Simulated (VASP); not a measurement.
Here is a VASP 6.6.1 calculation.

The input INCAR:

```
SYSTEM = CdS
PREC = Accurate ; ENCUT = 520
EDIFF = 1E-8 ; ISMEAR = -1
SIGMA = 0.15 ; LREAL = .False.
LASPH = .True. ; NELM = 60
ALGO = Normal ; ISIF = 2
LWAVE = .False. ; LCHARG = .True.
METAGGA = R2SCAN ; LMIXTAU = .True.
IVDW = 12 ; VDW_S6 = 1.0
VDW_S8 = 0.78981345 ; VDW_A1 = 0.49484001
VDW_A2 = 5.73083694 ; NBANDS = 16
IBRION = 6 ; NFREE = 2
POTIM = 0.015 ; NSW = 1
```

Contents of KPOINTS:

```
Automatic mesh
0
Gamma
  12 12 12
  0 0 0
```

POSCAR

```
CdS
1.0
    3.3126000000      0.0000000000      0.0000000000
    0.0000000000      3.3126000000      0.0000000000
    0.0000000000      0.0000000000      3.3126000000
Cd S
1 1
Direct
    0.0000000000      0.0000000000      0.0000000000
    0.5000000000      0.5000000000      0.5000000000
```

Potentials or basis: VASP PAW PBE potentials, release 64 (Cd, S).

Launch:

```console
$ cat potpaw_PBE.64/Cd/POTCAR potpaw_PBE.64/S/POTCAR > POTCAR
$ mpirun -np 1 vasp_std > vasp.out
```

(1) Estimate the highest phonon frequency at Γ, LO-TO splitting left out.

(2) What does it give for the dispersion energy per atom?

Results:

(1) 79 cm⁻¹.

(2) -0.201 eV.

Caveat: the cell stands under pressure or tension, which shifts response properties.
